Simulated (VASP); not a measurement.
# W (Im-3m) in VASP: single point with PBE+D3(BJ)

Aim: the single point of W with PBE+D3(BJ).

Program: VASP 6.6.1. These are calculated values, not measurements. Logs are shortened: lines on timing, memory, paths and dates and some standing lists are left out, and cuts for length are marked.

### 1 The cell of the first run

The structure is cubic, space group Im-3m (No. 229). The conventional cell has a = 3.160 Å, b = 3.160 Å, c = 3.160 Å, α = 90.00°, β = 90.00°, γ = 90.00°. Within 3.6 Å of W (site symmetry m-3m) lie 14 W at 2.74 to 3.16 Å.

### 2 Single point, PBE+D3(BJ)

File INCAR:

```
PREC = Accurate
ENCUT = 500
EDIFF = 1E-6
ISMEAR = 0
SIGMA = 0.1
LREAL = False
LASPH = True
NELM = 120
ALGO = Normal
ISIF = 2
LWAVE = False
LCHARG = False
GGA = PE
IVDW = 12
NBANDS = 13
GGA_COMPAT = False
```

File KPOINTS:

```
regular mesh
0
Gamma
  18 18 18
```

File POSCAR:

```
W
1.0
   -1.5797573813      1.5797573813      1.5797573813
    1.5797573813     -1.5797573813      1.5797573813
    1.5797573813      1.5797573813     -1.5797573813
W
1
Direct
    0.0000000000      0.0000000000      0.0000000000
```

Potentials or basis: VASP PAW PBE potentials, release 64 (W_sv).

Command:

```console
> cat potpaw_PBE.64/W_sv/POTCAR > POTCAR
> mpirun -np 1 vasp_std > vasp.out
```

OUTCAR:

```text
PREC = Accurate
   ENCUT = 500
   EDIFF = 1E-6
   ISMEAR = 0
   LREAL = False
   LASPH = True
   NELM = 120
   ISIF = 2
   GGA = PE
   IVDW = 12
 IVDW          = 12

 ion  position               nearest neighbor table
   1  0.000  0.000  0.000-

  LATTYP: Found a body centered cubic cell.
 ALAT       =     3.1595147626

  Lattice vectors:

 A1 = (  -1.5797573813,   1.5797573813,   1.5797573813)
 A2 = (   1.5797573813,  -1.5797573813,   1.5797573813)
 A3 = (   1.5797573813,   1.5797573813,  -1.5797573813)

Analysis of symmetry for initial positions (statically):
=====================================================================
 Subroutine PRICEL returns:
 Original cell was already a primitive cell.

 Routine SETGRP: Setting up the symmetry group for a
 body centered cubic supercell.

 Subroutine GETGRP returns: Found 48 space group operations
[... 9 lines left out ...]

 Routine SETGRP: Setting up the symmetry group for a
 body centered cubic supercell.

 Subroutine GETGRP returns: Found 48 space group operations
 (whereof 48 operations were pure point group operations)
 out of a pool of 48 trial point group operations.

The dynamic configuration has the point symmetry O_h .

 Subroutine INISYM returns: Found 48 space group operations
 (whereof 48 operations are pure point group operations),
 and found     1 'primitive' translations

----------------------------------------------------------------------------------------

                                     Primitive cell

  volume of cell :      15.7700

  direct lattice vectors                    reciprocal lattice vectors
    -1.579757381  1.579757381  1.579757381     0.000000000  0.316504297  0.316504297
     1.579757381 -1.579757381  1.579757381     0.316504297  0.000000000  0.316504297
     1.579757381  1.579757381 -1.579757381     0.316504297  0.316504297  0.000000000

  length of vectors
     2.736220048  2.736220048  2.736220048     0.447604670  0.447604670  0.447604670

  position of ions in fractional coordinates (direct lattice)
     0.000000000  0.000000000  0.000000000

  ion indices of the primitive-cell ions
   primitive index   ion index
                 1           1

----------------------------------------------------------------------------------------

 KPOINTS: regular mesh

Automatic generation of k-mesh.
 Grid dimensions read from file:
 generate k-points for:   18   18   18

 Generating k-lattice:

  Cartesian coordinates                     Fractional coordinates (reciprocal lattice)
     0.000000000  0.017583572  0.017583572     0.055555556  0.000000000  0.000000000
     0.017583572  0.000000000  0.017583572     0.000000000  0.055555556  0.000000000
     0.017583572  0.017583572  0.000000000     0.000000000  0.000000000  0.055555556

  Length of vectors
     0.024866926  0.024866926  0.024866926

  Shift w.r.t. Gamma in fractional coordinates (k-lattice)
     0.000000000  0.000000000  0.000000000

 Subroutine IBZKPT returns following result:
 ===========================================

 Found    195 irreducible k-points:

 Following reciprocal coordinates:
            Coordinates               Weight
  0.000000  0.000000  0.000000      1.000000
  0.055556  0.000000  0.000000     12.000000
  0.111111  0.000000  0.000000     12.000000
  0.166667  0.000000  0.000000     12.000000
  0.222222  0.000000  0.000000     12.000000
  0.277778  0.000000  0.000000     12.000000
[... 16 lines left out ...]
  0.333333  0.111111  0.000000     48.000000
  0.388889  0.111111 -0.000000     48.000000
 [... further k-points ...]
   k-points           NKPTS =    195   k-points in BZ     NKDIM =    195   number of bands    NBANDS=     13
   number of dos      NEDOS =    301   number of ions     NIONS =      1
   total plane-waves  NPLWV =   8000
   dimension x,y,z NGX =    20 NGY =   20 NGZ =   20
   dimension x,y,z NGXF=    40 NGYF=   40 NGZF=   40
   ions per type =               1
   NGX,Y,Z   is equivalent  to a cutoff of  12.15, 12.15, 12.15 a.u.
   NGXF,Y,Z  is equivalent  to a cutoff of  24.30, 24.30, 24.30 a.u.
 SYSTEM =  unknown system
   PREC   = accura    normal or accurate (medium, high low for compatibility)
   ISTART =      0    job   : 0-new  1-cont  2-samecut
   ICHARG =      2    charge: 1-file 2-atom 10-const
   ISPIN  =      1    spin polarized calculation?
   LNONCOLLINEAR =      F non collinear calculations
   LSORBIT =      F    spin-orbit coupling
   LASPH  =      T    aspherical Exc in radial PAW
   ENCUT  =  500.0 eV  36.75 Ry    6.06 a.u.   4.99  4.99  4.99*2*pi/ulx,y,z
   NELM   =    120;   NELMIN=  2; NELMDL= -5     # of ELM steps
   EDIFF  = 0.1E-05   stopping-criterion for ELM
   LREAL  =      F    real-space projection
   EDIFFG = 0.1E-04   stopping-criterion for IOM
   NSW    =      0    number of steps for IOM
   IBRION =     -1    ionic relax: 0-MD 1-quasi-New 2-CG
   NFREE  =      0    steps in history (QN), initial steepest desc. (CG)
   ISIF   =      2    stress and relaxation
   ISYM   =      2    0-nonsym 1-usesym 2-fastsym
   POTIM  = 0.5000    time-step for ionic-motion
   TEBEG  =    0.0;   TEEND  =   0.0 temperature during run
   PSTRESS=    0.0 pullay stress
   NELECT =      14.0000    total number of electrons
   NUPDOWN=      -1.0000    fix difference up-down
   EMIN   =  10.00;   EMAX   =-10.00  energy-range for DOS
   EFERMI =   0.00;   METHOD = LEGACY
   ISMEAR =     0;   SIGMA  =   0.10  broadening in eV -4-tet -1-fermi 0-gaus
   EFERMI_NEDOS =   21; number of points for ismear=-14 and -15
   IALGO  =     38    algorithm
   IMIX   =      4    mixing-type and parameters
     AMIX     =   0.40;   BMIX     =  1.00
     AMIX_MAG =   1.60;   BMIX_MAG =  1.00
  volume/ion in A,a.u.               =      15.77       106.42
  Fermi-wavevector in a.u.,A,eV,Ry     =   1.573405  2.973304 33.682616  2.475602
  Thomas-Fermi vector in A             =   2.674694
   LORBIT       =      0    0 simple, 1 ext, 2 COOP (PROOUT), +10 PAW based schemes
   GGA     = PE    functional components
   LHFCALC =     F    Hartree Fock is set to
   AEXX    =    0.0000 exact exchange contribution
   IVDW    =    12    specifies the selected vdW correction
   LEPSILON=     F    determine dielectric tensor
   LRPA    =     F    only Hartree local field effects (RPA)
 non-spin polarized calculation
 Gauss-broadening in eV      SIGMA  =   0.10
  energy-cutoff  :      500.00
  volume of cell :       15.77
 maximum number of plane-waves:       418
   NGX =  9   NGY =  9   NGZ =  9

 number of electron      14.0000004 magnetization

 Free energy of the ion-electron system (eV)
  ---------------------------------------------------
  ext. energy  EPLUGINS =         0.00000000
  ---------------------------------------------------
  free energy    TOTEN  =       -12.94153617 eV

  energy without entropy =      -12.93809156  energy(sigma->0) =      -12.93981386

 E-fermi :  11.5153     XC(G=0): -13.6697

 val. band max:       11.5123983059   @ k =  -0.2778   0.3333   0.2222
 cond. band min:      11.5264142787   @ k =   0.5000   0.5000   0.2222
 fundamental gap:      0.0140159728
 Fermi energy:        11.5153393204

 k-point     1 :       0.0000    0.0000    0.0000
  band No.  band energies     occupation
      1     -62.6542      2.00000
      2     -26.2087      2.00000
      3     -26.2087      2.00000
      4     -26.2087      2.00000
      5       1.8526      2.00000
      6      10.2830      2.00000
      7      10.2830      2.00000
      8      10.2830      2.00000
      9      13.7943      0.00000
     10      13.7943      0.00000
     11      26.0471      0.00000
     12      26.0471      0.00000
     13      26.0471      0.00000

 k-point     2 :       0.0556    0.0000    0.0000
  band No.  band energies     occupation
      1     -62.6501      2.00000
      2     -26.2516      2.00000
      3     -26.2221      2.00000
      4     -26.2089      2.00000
      5       2.0035      2.00000
      6      10.1904      2.00000
      7      10.2624      2.00000
      8      10.4284      2.00000
      9      13.6441      0.00000
     10      13.7949      0.00000
     11      26.1776      0.00000
     12      26.3037      0.00000
     13      26.4226      0.00000

 k-point     3 :       0.1111    0.0000    0.0000
  band No.  band energies     occupation
      1     -62.6384      2.00000
      2     -26.3736      2.00000
      3     -26.2602      2.00000
      4     -26.2096      2.00000
      5       2.4393      2.00000
      6       9.9348      2.00000
      7      10.1730      2.00000
      8      10.8599      2.00000
      9      13.3230      0.00000
     10      13.8040      0.00000
     11      26.5061      0.00000
     12      27.0496      0.00000
     13      27.3821      0.00000

 k-point     4 :       0.1667    0.0000    0.0000
  band No.  band energies     occupation
      1     -62.6202      2.00000
      2     -26.5570      2.00000
      3     -26.3183      2.00000
      4     -26.2106      2.00000
      5       3.1050      2.00000
      6       9.5707      2.00000
      7       9.9718      2.00000
      8      11.5631      0.49948
      9      13.0887      0.00000
     10      13.8402      0.00000
     11      26.8000      0.00000
     12      28.2253      0.00000
     13      28.4183      0.00000

 k-point     5 :       0.2222    0.0000    0.0000
  band No.  band energies     occupation
      1     -62.5978      2.00000
      2     -26.7761      2.00000
      3     -26.3887      2.00000
      4     -26.2118      2.00000
      5       3.8933      2.00000
      6       9.1613      2.00000
      7       9.7247      2.00000
      8      12.5119      0.00000
      9      13.0866      0.00000
     10      13.9224      0.00000
     11      26.6362      0.00000
     12      28.5743      0.00000
     13      29.7568      0.00000

 k-point     6 :       0.2778    0.0000    0.0000
  band No.  band energies     occupation
      1     -62.5739      2.00000
      2     -27.0030      2.00000
      3     -26.4626      2.00000
      4     -26.2131      2.00000
      5       4.6216      2.00000
      6       8.7621      2.00000
      7       9.6652      2.00000
      8      13.2767      0.00000
      9      13.6641      0.00000
     10      14.0606      0.00000
     11      25.8565      0.00000
     12      27.4433      0.00000
     13      31.5695      0.00000

 k-point     7 :       0.3333    0.0000    0.0000
  band No.  band energies     occupation
      1     -62.5515      2.00000
      2     -27.2105      2.00000
      3     -26.5312      2.00000
      4     -26.2144      2.00000
      5       5.0789      2.00000
      6       8.4151      2.00000
      7      10.0425      2.00000
      8      13.5398      0.00000
      9      14.2469      0.00000
     10      14.9494      0.00000
     11      24.8244      0.00000
     12      25.8172      0.00000
     13      32.7618      0.00000
[... 193 lines left out ...]
 k-point    20 :       0.1667    0.1111   -0.0000
  band No.  band energies     occupation
      1     -62.5891      2.00000
      2     -26.8399      2.00000
      3     -26.3901      2.00000
      4     -26.2606      2.00000
      5       4.2661      2.00000
      6       9.1613      2.00000
      7       9.3495      2.00000
      8      12.7471      0.00000
      9      13.1022      0.00000
     10      14.2353      0.00000
     11      27.1865      0.00000
     12      28.0828      0.00000
     13      29.6039      0.00000

 k-point    21 :       0.2222    0.1111   -0.0000
  band No.  band energies     occupation
      1     -62.5666      2.00000
      2     -27.0330      2.00000
      3     -26.4751      2.00000
      4     -26.2664      2.00000
      5       5.0125      2.00000
      6       8.7743      2.00000
      7       9.2540      2.00000
      8      12.8988      0.00000
      9      14.2838      0.00000
     10      14.4220      0.00000
     11      26.0315      0.00000
     12      27.6263      0.00000
     13      30.5995      0.00000

 k-point    22 :       0.2778    0.1111   -0.0000
  band No.  band energies     occupation
      1     -62.5454      2.00000
      2     -27.2086      2.00000
      3     -26.5577      2.00000
      4     -26.2702      2.00000
      5       5.5018      2.00000
      6       8.4563      2.00000
      7       9.5303      2.00000
      8      13.1915      0.00000
      9      14.5309      0.00000
     10      15.6341      0.00000
     11      24.7983      0.00000
     12      26.2804      0.00000
     13      30.7506      0.00000

 k-point    23 :       0.3333    0.1111    0.0000
  band No.  band energies     occupation
      1     -62.5281      2.00000
      2     -27.3483      2.00000
      3     -26.6256      2.00000
      4     -26.2727      2.00000
      5       5.6599      2.00000
      6       8.2238      2.00000
      7      10.2002      2.00000
      8      13.4794      0.00000
      9      14.6758      0.00000
     10      16.9428      0.00000
     11      23.6056      0.00000
     12      24.9245      0.00000
     13      29.4413      0.00000

 k-point    24 :       0.3889    0.1111   -0.0000
  band No.  band energies     occupation
      1     -62.5168      2.00000
      2     -27.4380      2.00000
      3     -26.6699      2.00000
      4     -26.2742      2.00000
      5       5.6522      2.00000
      6       8.0813      2.00000
      7      10.9363      2.00000
      8      13.5656      0.00000
      9      14.9080      0.00000
     10      17.9964      0.00000
     11      22.5195      0.00000
     12      24.1151      0.00000
     13      28.4197      0.00000

 [... further k-points ...]

------------------------ aborting loop because EDIFF is reached ----------------------------------------

 Edisp (eV)   -0.69902

 E8    (eV) :    -0.3584

  FORCE on cell =-STRESS in cart. coord.  units (eV):
  Direction    XX          YY          ZZ          XY          YZ          ZX
  --------------------------------------------------------------------------------------
  -------------------------------------------------------------------------------------
  Total       0.05211     0.05211     0.05211    -0.00000     0.00000    -0.00000
  in kB       5.29418     5.29418     5.29418    -0.00000     0.00000    -0.00000
  external pressure =        5.29 kB  Pullay stress =        0.00 kB

 VOLUME and BASIS-vectors are now :
 -----------------------------------------------------------------------------
  energy-cutoff  :      500.00
  volume of cell :       15.77
      direct lattice vectors                 reciprocal lattice vectors
    -1.579757381  1.579757381  1.579757381     0.000000000  0.316504297  0.316504297
     1.579757381 -1.579757381  1.579757381     0.316504297  0.000000000  0.316504297
     1.579757381  1.579757381 -1.579757381     0.316504297  0.316504297  0.000000000

 POSITION                                       TOTAL-FORCE (eV/Angst)
 -----------------------------------------------------------------------------------
      0.00000      0.00000      0.00000         0.000000     -0.000000      0.000000
 -----------------------------------------------------------------------------------
    total drift:                                0.000000     -0.000000      0.000000

  FREE ENERGIE OF THE ION-ELECTRON SYSTEM (eV)
  ---------------------------------------------------
  free  energy   TOTEN  =       -13.6405517120 eV

  energy  without entropy=      -13.6371070971  energy(sigma->0) =      -13.63882940
```

Run time: 11 s. Hardware: 1 thread of Intel Xeon 6975P-C (Granite Rapids), shared host; peak memory 0.16 GiB.

Results:

| Item | Value |
| --- | --- |
| Free energy | -13.6406 eV |
| Pressure | 0.5 GPa |
| Band gap on the k mesh | zero (band 7 reaches 16.73 eV, above the bottom of band 8 at 10.28 eV) |
| Dispersion energy per atom | -0.699 eV |

Levels at points of the mesh, in eV from the Fermi level:
| k point | band 4 | band 5 | band 6 | band 7 | band 8 | band 9 | band 10 | band 11 |
| --- | --- | --- | --- | --- | --- | --- | --- | --- |
| (0.00, 0.00, 0.00) | -37.72 | -9.66 | -1.23 | -1.23 | -1.23 | 2.28 | 2.28 | 14.53 |
| (0.50, 0.00, 0.00) | -37.73 | -6.31 | -3.59 | 0.70 | 2.18 | 3.16 | 6.20 | 11.17 |
| (0.50, 0.50, 0.50) | -38.64 | -5.87 | -5.87 | 5.21 | 5.21 | 5.21 | 8.29 | 8.29 |

Caveat: spin-orbit coupling is left out, which moves the levels of the heavy elements; pairwise dispersion overbinds metals, which lowers pressure and volume.
